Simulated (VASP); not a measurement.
# Mg2Sn (Fm-3m) in VASP: a series of runs

The runs below take Mg2Sn through single point, with PBE, HSE06.

Everything below comes from runs of VASP 6.6.1. Logs are shortened: lines on timing, memory, paths and dates and some standing lists are left out, and cuts for length are marked.

### 1 The cell of the first run

It takes space group Fm-3m (No. 225, cubic). Conventional cell: a = 6.760 Å, b = 6.760 Å, c = 6.760 Å, α = 90.00°, β = 90.00°, γ = 90.00°. Within 3.9 Å of Sn (site symmetry m-3m) lie 8 Mg at 2.93 Å. Within 3.9 Å of Mg (site symmetry -43m) lie 4 Sn at 2.93 Å and 6 Mg at 3.38 Å.

### 2 Single point, PBE

File INCAR:

```
SYSTEM = Mg2Sn
ALGO = Normal ; EDIFF = 1E-6
ENCUT = 600 ; GGA = PE
GGA_COMPAT = .False. ; ISIF = 2
ISMEAR = -1 ; LASPH = .True.
LCHARG = .False. ; LREAL = .False.
LWAVE = .False. ; NBANDS = 16
NELM = 120 ; PREC = Accurate
SIGMA = 0.02
```

File KPOINTS:

```
k-points
0
Gamma
  6 6 6
  0 0 0
```

File POSCAR:

```
Mg2Sn
1.0
    0.0000000000      3.3799352826      3.3799352826
    3.3799352826      0.0000000000      3.3799352826
    3.3799352826      3.3799352826      0.0000000000
Sn Mg
1 2
Direct
    0.0000000000      0.0000000000      0.0000000000
    0.2500000000      0.2500000000      0.2500000000
    0.7500000000      0.7500000000      0.7500000000
```

Potentials or basis: VASP PAW PBE potentials, release 64 (Sn_d, Mg).

Launch:

```sh
$ cat potpaw_PBE.64/Sn_d/POTCAR potpaw_PBE.64/Mg/POTCAR > POTCAR
$ mpirun -np 1 vasp_std > vasp.out
```

OUTCAR:

```text
SYSTEM = Mg2Sn
   EDIFF = 1E-6
   ENCUT = 600
   GGA = PE
   ISIF = 2
   ISMEAR = -1
   LASPH = .True.
   LREAL = .False.
   NELM = 120
   PREC = Accurate

 ion  position               nearest neighbor table
   1  0.000  0.000  0.000-   3 2.93   3 2.93   3 2.93   2 2.93   3 2.93   2 2.93   2 2.93   2 2.93

   2  0.250  0.250  0.250-   1 2.93   1 2.93   1 2.93   1 2.93   3 3.38   3 3.38   3 3.38   3 3.38
                             3 3.38   3 3.38
   3  0.750  0.750  0.750-   1 2.93   1 2.93   1 2.93   1 2.93   2 3.38   2 3.38   2 3.38   2 3.38
                             2 3.38   2 3.38

  LATTYP: Found a face centered cubic cell.
 ALAT       =     6.7598705652

  Lattice vectors:

 A1 = (   0.0000000000,   3.3799352826,   3.3799352826)
 A2 = (   3.3799352826,   0.0000000000,   3.3799352826)
 A3 = (   3.3799352826,   3.3799352826,   0.0000000000)

Analysis of symmetry for initial positions (statically):
=====================================================================
 Subroutine PRICEL returns:
 Original cell was already a primitive cell.

 Routine SETGRP: Setting up the symmetry group for a
 face centered cubic supercell.

 Subroutine GETGRP returns: Found 48 space group operations
 (whereof 48 operations were pure point group operations)
 out of a pool of 48 trial point group operations.

The static configuration has the point symmetry O_h .

Analysis of symmetry for dynamics (positions and initial velocities):
=====================================================================
 Subroutine PRICEL returns:
 Original cell was already a primitive cell.

 Routine SETGRP: Setting up the symmetry group for a
 face centered cubic supercell.

 Subroutine GETGRP returns: Found 48 space group operations
 (whereof 48 operations were pure point group operations)
 out of a pool of 48 trial point group operations.

The dynamic configuration has the point symmetry O_h .

 Subroutine INISYM returns: Found 48 space group operations
 (whereof 48 operations are pure point group operations),
 and found     1 'primitive' translations

----------------------------------------------------------------------------------------

                                     Primitive cell

  volume of cell :      77.2245

  direct lattice vectors                    reciprocal lattice vectors
     0.000000000  3.379935283  3.379935283    -0.147931827  0.147931827  0.147931827
     3.379935283  0.000000000  3.379935283     0.147931827 -0.147931827  0.147931827
     3.379935283  3.379935283  0.000000000     0.147931827  0.147931827 -0.147931827

  length of vectors
     4.779950317  4.779950317  4.779950317     0.256225440  0.256225440  0.256225440

  position of ions in fractional coordinates (direct lattice)
     0.000000000  0.000000000  0.000000000
     0.250000000  0.250000000  0.250000000
     0.750000000  0.750000000  0.750000000

  ion indices of the primitive-cell ions
   primitive index   ion index
                 1           1
                 2           2
                 3           3

----------------------------------------------------------------------------------------

 KPOINTS: k-points

Automatic generation of k-mesh.
 Grid dimensions read from file:
 generate k-points for:    6    6    6

 Generating k-lattice:

  Cartesian coordinates                     Fractional coordinates (reciprocal lattice)
    -0.024655304  0.024655304  0.024655304     0.166666667  0.000000000  0.000000000
     0.024655304 -0.024655304  0.024655304     0.000000000  0.166666667  0.000000000
     0.024655304  0.024655304 -0.024655304     0.000000000  0.000000000  0.166666667

  Length of vectors
     0.042704240  0.042704240  0.042704240

  Shift w.r.t. Gamma in fractional coordinates (k-lattice)
     0.000000000  0.000000000  0.000000000

 Subroutine IBZKPT returns following result:
 ===========================================

 Found     16 irreducible k-points:

 Following reciprocal coordinates:
            Coordinates               Weight
  0.000000  0.000000  0.000000      1.000000
  0.166667  0.000000  0.000000      8.000000
  0.333333  0.000000  0.000000      8.000000
  0.500000  0.000000  0.000000      4.000000
  0.166667  0.166667  0.000000      6.000000
  0.333333  0.166667  0.000000     24.000000
[... 8 lines left out ...]
 -0.333333  0.333333  0.166667     24.000000
 -0.333333  0.500000  0.166667     12.000000
   k-points           NKPTS =     16   k-points in BZ     NKDIM =     16   number of bands    NBANDS=     16
   number of dos      NEDOS =    301   number of ions     NIONS =      3
   total plane-waves  NPLWV =  64000
   dimension x,y,z NGX =    40 NGY =   40 NGZ =   40
   dimension x,y,z NGXF=    80 NGYF=   80 NGZF=   80
   ions per type =               1   2
   NGX,Y,Z   is equivalent  to a cutoff of  13.91, 13.91, 13.91 a.u.
   NGXF,Y,Z  is equivalent  to a cutoff of  27.82, 27.82, 27.82 a.u.
 SYSTEM =  Mg2Sn
   PREC   = accura    normal or accurate (medium, high low for compatibility)
   ISTART =      0    job   : 0-new  1-cont  2-samecut
   ICHARG =      2    charge: 1-file 2-atom 10-const
   ISPIN  =      1    spin polarized calculation?
   LNONCOLLINEAR =      F non collinear calculations
   LSORBIT =      F    spin-orbit coupling
   LASPH  =      T    aspherical Exc in radial PAW
   ENCUT  =  600.0 eV  44.10 Ry    6.64 a.u.   9.55  9.55  9.55*2*pi/ulx,y,z
   NELM   =    120;   NELMIN=  2; NELMDL= -5     # of ELM steps
   EDIFF  = 0.1E-05   stopping-criterion for ELM
   LREAL  =      F    real-space projection
   EDIFFG = 0.1E-04   stopping-criterion for IOM
   NSW    =      0    number of steps for IOM
   IBRION =     -1    ionic relax: 0-MD 1-quasi-New 2-CG
   NFREE  =      0    steps in history (QN), initial steepest desc. (CG)
   ISIF   =      2    stress and relaxation
   ISYM   =      2    0-nonsym 1-usesym 2-fastsym
   POTIM  = 0.5000    time-step for ionic-motion
   TEBEG  =    0.0;   TEEND  =   0.0 temperature during run
   PSTRESS=    0.0 pullay stress
   NELECT =      18.0000    total number of electrons
   NUPDOWN=      -1.0000    fix difference up-down
   EMIN   =  10.00;   EMAX   =-10.00  energy-range for DOS
   EFERMI =   0.00;   METHOD = LEGACY
   ISMEAR =    -1;   SIGMA  =   0.02  broadening in eV -4-tet -1-fermi 0-gaus
   EFERMI_NEDOS =   21; number of points for ismear=-14 and -15
   IALGO  =     38    algorithm
   IMIX   =      4    mixing-type and parameters
     AMIX     =   0.40;   BMIX     =  1.00
     AMIX_MAG =   1.60;   BMIX_MAG =  1.00
  volume/ion in A,a.u.               =      25.74       173.71
  Fermi-wavevector in a.u.,A,eV,Ry     =   1.007505  1.903909 13.810820  1.015067
  Thomas-Fermi vector in A             =   2.140314
   LORBIT       =      0    0 simple, 1 ext, 2 COOP (PROOUT), +10 PAW based schemes
   GGA     = PE    functional components
   LHFCALC =     F    Hartree Fock is set to
   AEXX    =    0.0000 exact exchange contribution
   IVDW    =     0    specifies the selected vdW correction
   LEPSILON=     F    determine dielectric tensor
   LRPA    =     F    only Hartree local field effects (RPA)
 non-spin polarized calculation
  energy-cutoff  :      600.00
  volume of cell :       77.22
 maximum number of plane-waves:      2637
 NGX is ok and might be reduce to    40
   NGX = 19   NGY = 19   NGZ = 19

 number of electron      18.0000002 magnetization

 Free energy of the ion-electron system (eV)
  ---------------------------------------------------
  ext. energy  EPLUGINS =         0.00000000
  ---------------------------------------------------
  free energy    TOTEN  =        -7.40237713 eV

  energy without entropy =       -7.40227833  energy(sigma->0) =       -7.40232773

 E-fermi :   4.2088     XC(G=0):  -8.7586

 val. band max:        4.1282784854   @ k =   0.5000   0.5000   0.0000
 cond. band min:       4.2893142184   @ k =   0.0000   0.0000   0.0000
 fundamental gap:      0.1610357330
 Fermi energy:         4.2088434963

 k-point     1 :       0.0000    0.0000    0.0000
  band No.  band energies     occupation
      1     -16.6819      2.00000
      2     -16.6819      2.00000
      3     -16.6819      2.00000
      4     -16.6434      2.00000
      5     -16.6434      2.00000
      6      -4.8230      2.00000
[... 8 lines left out ...]
     15       9.7376      0.00000
     16       9.7376      0.00000

 k-point     2 :       0.1667    0.0000    0.0000
  band No.  band energies     occupation
      1     -16.6818      2.00000
      2     -16.6811      2.00000
      3     -16.6811      2.00000
      4     -16.6433      2.00000
      5     -16.6433      2.00000
      6      -4.6000      2.00000
[... 8 lines left out ...]
     15       8.6884      0.00000
     16       9.2173      0.00000

 k-point     3 :       0.3333    0.0000    0.0000
  band No.  band energies     occupation
      1     -16.6814      2.00000
      2     -16.6794      2.00000
      3     -16.6794      2.00000
      4     -16.6430      2.00000
      5     -16.6430      2.00000
      6      -4.0104      2.00000
[... 8 lines left out ...]
     15       9.5003      0.00000
     16       9.8879      0.00000

 k-point     4 :       0.5000    0.0000    0.0000
  band No.  band energies     occupation
      1     -16.6812      2.00000
      2     -16.6787      2.00000
      3     -16.6787      2.00000
      4     -16.6428      2.00000
      5     -16.6428      2.00000
      6      -3.5580      2.00000
[... 8 lines left out ...]
     15      11.1829      0.00000
     16      11.8038      0.00000

 k-point     5 :       0.1667    0.1667    0.0000
  band No.  band energies     occupation
      1     -16.6828      2.00000
      2     -16.6802      2.00000
      3     -16.6802      2.00000
      4     -16.6439      2.00000
      5     -16.6426      2.00000
      6      -4.5247      2.00000
[... 8 lines left out ...]
     15       9.9006      0.00000
     16      10.0416      0.00000

 k-point     6 :       0.3333    0.1667    0.0000
  band No.  band energies     occupation
      1     -16.6827      2.00000
      2     -16.6789      2.00000
      3     -16.6786      2.00000
      4     -16.6441      2.00000
      5     -16.6421      2.00000
      6      -4.0478      2.00000
[... 8 lines left out ...]
     15      10.3691      0.00000
     16      10.3942      0.00000

 k-point     7 :       0.5000    0.1667    0.0000
  band No.  band energies     occupation
      1     -16.6813      2.00000
      2     -16.6787      2.00000
      3     -16.6777      2.00000
      4     -16.6435      2.00000
      5     -16.6422      2.00000
      6      -3.4707      2.00000
[... 8 lines left out ...]
     15      11.1916      0.00000
     16      11.6223      0.00000

 k-point     8 :      -0.3333    0.1667    0.0000
  band No.  band energies     occupation
      1     -16.6806      2.00000
      2     -16.6792      2.00000
      3     -16.6785      2.00000
      4     -16.6429      2.00000
      5     -16.6429      2.00000
      6      -3.6353      2.00000
[... 8 lines left out ...]
     15      10.1157      0.00000
     16      11.1053      0.00000

 k-point     9 :      -0.1667    0.1667    0.0000
  band No.  band energies     occupation
      1     -16.6815      2.00000
      2     -16.6802      2.00000
      3     -16.6797      2.00000
      4     -16.6435      2.00000
      5     -16.6428      2.00000
      6      -4.2486      2.00000
[... 8 lines left out ...]
     15      10.3776      0.00000
     16      10.5281      0.00000

 k-point    10 :       0.3333    0.3333    0.0000
  band No.  band energies     occupation
      1     -16.6844      2.00000
      2     -16.6768      2.00000
      3     -16.6768      2.00000
      4     -16.6450      2.00000
      5     -16.6411      2.00000
      6      -3.7178      2.00000
[... 8 lines left out ...]
     15      10.9022      0.00000
     16      12.5934      0.00000

 k-point    11 :       0.5000    0.3333    0.0000
  band No.  band energies     occupation
      1     -16.6838      2.00000
      2     -16.6764      2.00000
      3     -16.6760      2.00000
      4     -16.6449      2.00000
      5     -16.6409      2.00000
      6      -3.2266      2.00000
[... 8 lines left out ...]
     15      11.7558      0.00000
     16      12.6537      0.00000

 k-point    12 :      -0.3333    0.3333    0.0000
  band No.  band energies     occupation
      1     -16.6813      2.00000
      2     -16.6782      2.00000
      3     -16.6768      2.00000
      4     -16.6439      2.00000
      5     -16.6419      2.00000
      6      -3.1814      2.00000
[... 8 lines left out ...]
     15       9.2207      0.00000
     16      12.4627      0.00000

 k-point    13 :       0.5000    0.5000    0.0000
  band No.  band energies     occupation
      1     -16.6853      2.00000
      2     -16.6751      2.00000
      3     -16.6751      2.00000
      4     -16.6456      2.00000
      5     -16.6403      2.00000
      6      -3.0471      2.00000
[... 8 lines left out ...]
     15      12.3899      0.00000
     16      12.3899      0.00000

 k-point    14 :       0.5000    0.3333    0.1667
  band No.  band energies     occupation
      1     -16.6822      2.00000
      2     -16.6784      2.00000
      3     -16.6769      2.00000
      4     -16.6442      2.00000
      5     -16.6417      2.00000
      6      -3.5381      2.00000
[... 8 lines left out ...]
     15      11.0991      0.00000
     16      11.7828      0.00000

 k-point    15 :      -0.3333    0.3333    0.1667
  band No.  band energies     occupation
      1     -16.6804      2.00000
      2     -16.6798      2.00000
      3     -16.6761      2.00000
      4     -16.6439      2.00000
      5     -16.6419      2.00000
      6      -3.1805      2.00000
[... 8 lines left out ...]
     15      11.5766      0.00000
     16      12.0299      0.00000

 k-point    16 :      -0.3333    0.5000    0.1667
  band No.  band energies     occupation
      1     -16.6827      2.00000
      2     -16.6777      2.00000
      3     -16.6751      2.00000
      4     -16.6447      2.00000
      5     -16.6411      2.00000
      6      -3.0227      2.00000
[... 8 lines left out ...]
     15      12.1949      0.00000
     16      12.5533      0.00000

------------------------ aborting loop because EDIFF is reached ----------------------------------------

  FORCE on cell =-STRESS in cart. coord.  units (eV):
  Direction    XX          YY          ZZ          XY          YZ          ZX
  --------------------------------------------------------------------------------------
  -------------------------------------------------------------------------------------
  Total        0.5185124      0.5185124      0.5185124     -0.0000000      0.0000000      0.0000000
  in kB       10.7575807     10.7575807     10.7575807     -0.0000000      0.0000000      0.0000000
  external PRESSURE =      10.7575807 kB  Pullay stress =       0.0000000 kB

 VOLUME and BASIS-vectors are now :
 -----------------------------------------------------------------------------
  energy-cutoff  :      600.00
  volume of cell :       77.22
      direct lattice vectors                 reciprocal lattice vectors
     0.000000000  3.379935283  3.379935283    -0.147931827  0.147931827  0.147931827
     3.379935283  0.000000000  3.379935283     0.147931827 -0.147931827  0.147931827
     3.379935283  3.379935283  0.000000000     0.147931827  0.147931827 -0.147931827

 POSITION                                       TOTAL-FORCE (eV/Angst)
 -----------------------------------------------------------------------------------
      0.00000      0.00000      0.00000        -0.000000     -0.000000     -0.000000
      1.68997      1.68997      1.68997         0.000000      0.000000      0.000000
      5.06990      5.06990      5.06990        -0.000000     -0.000000     -0.000000
 -----------------------------------------------------------------------------------
    total drift:                               -0.000000      0.000000     -0.000000

  FREE ENERGIE OF THE ION-ELECTRON SYSTEM (eV)
  ---------------------------------------------------
  free  energy   TOTEN  =        -7.4023771257 eV

  energy  without entropy=       -7.4022783261  energy(sigma->0) =       -7.40232773
```

Run time: 69 s. Hardware: 1 thread of AMD EPYC 7R43 (Zen 3), shared host; peak memory 0.2 GiB.

What came out:

```
Free energy            : -7.4024 eV
Pressure               : 1.1 GPa
Band gap on the k mesh : zero (bands 9 and 10 overlap by 0.16 eV)
```

Caveat: spin-orbit coupling is left out, which moves the levels of the heavy elements.

[end of part 1 of 2]
